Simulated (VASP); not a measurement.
Here is a VASP 6.6.1 calculation.

Contents of INCAR:

```
PREC = Accurate
ENCUT = 600
EDIFF = 1E-6
ISMEAR = -1
SIGMA = 0.05
LREAL = F
LASPH = T
NELM = 80
ALGO = Fast
ISIF = 3
LWAVE = F
LCHARG = F
GGA = PE
IVDW = 12
IBRION = 2
NSW = 60
EDIFFG = -0.01
```

Contents of KPOINTS:

```
regular mesh
0
Gamma
  8 8 6
```

POSCAR

```
P
1.0
    1.6477431241     -5.4650377251      0.0000000000
    1.6477431241      5.4650377251      0.0000000000
    0.0000000000      0.0000000000      4.5436355900
P
4
Direct
    0.9041431300      0.0958568700      0.5888151700
    0.0958568700      0.9041431300      0.4111848300
    0.5958568700      0.4041431300      0.0888151700
    0.4041431300      0.5958568700      0.9111848300
```

Potentials or basis: VASP PAW PBE potentials, release 64 (P).

The run is started by

```bash
$ cat potpaw_PBE.64/P/POTCAR > POTCAR
$ mpirun -np 1 vasp_std > vasp.out
```

What does it give for the relaxed volume?

17.62 Å³/atom.

Estimate the space group after relaxing (to 0.1 Å).

Cmce (No. 64).

Estimate the dispersion energy per atom.

-0.398 eV.

Step by step:
```csv
step,energy change (eV),largest force (eV/Å),pressure (GPa),volume (Å³)
1,0.0000,0.3010,-1.08,81.83
2,-0.0222,0.2436,-0.50,80.20
3,-0.0318,0.3395,0.29,78.24
4,-0.0452,0.2614,0.15,77.58
5,-0.0720,0.0723,-0.22,75.61
6,-0.0706,0.3295,-0.69,71.72
7,-0.0810,0.1343,-0.47,73.83
8,-0.1000,0.0912,-0.38,72.73
9,-0.1175,0.0338,-0.04,70.72
10,-0.1184,0.0399,0.10,70.16
11,-0.1187,0.0272,0.01,70.26
12,-0.1191,0.0228,-0.24,70.52
13,-0.1193,0.0143,-0.18,70.51
14,-0.1197,0.0192,0.01,70.46
15,-0.1197,0.0222,0.03,70.45
16,-0.1198,0.0124,0.01,70.46
17,-0.1199,0.0104,-0.02,70.47
18,-0.1199,0.0018,0.00,70.46
```
